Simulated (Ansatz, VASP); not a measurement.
ScSi2 in VASP and in Ansatz

```xyz
3
Lattice="3.0921 0.0000 0.0000 -1.5461 2.6778 0.0000 0.0000 0.0000 6.3146" Properties=species:S:1:pos:R:3 pbc="T T T"
Sc    0.0000    0.0000    0.0000
Si    0.0000    1.7852    2.2409
Si    1.5461    0.8926    4.0738
```

Alike in both runs: functional PBE; k mesh 6 × 6 × 4; occupations gaussian, width 0.1 eV; no spin polarisation.

Ansatz relaxed the structure, and its values are those at the end. VASP's run is a single point on that final structure, the one shown.

|  | VASP | Ansatz |
| --- | --- | --- |
| version | VASP 6.6.1 | Ansatz 0.2.0 |
| potentials or method | VASP PAW PBE potentials, release 64 (Sc_sv, Si), cutoff 520 eV | scalar-relativistic, plane waves, PAW |
| valence electrons in the cell | 19 | 19 |

VASP gave:

* gap on the k mesh at the Fermi level (eV): none
* pressure (GPa): 0.0
* rms of the force components (eV/Å): 0.007

Task: What did Ansatz give for the same quantities?

Result: gap on the k mesh at the Fermi level (eV): none; pressure (GPa): -0.1; rms of the force components (eV/Å): 0.001.

A gap of «none» marks a metal or a gap that the smearing closes. With one functional, cell and mesh, what is left measures potentials, basis and numerics.

The k mesh is coarse, so the values compare programs but aren't converged.
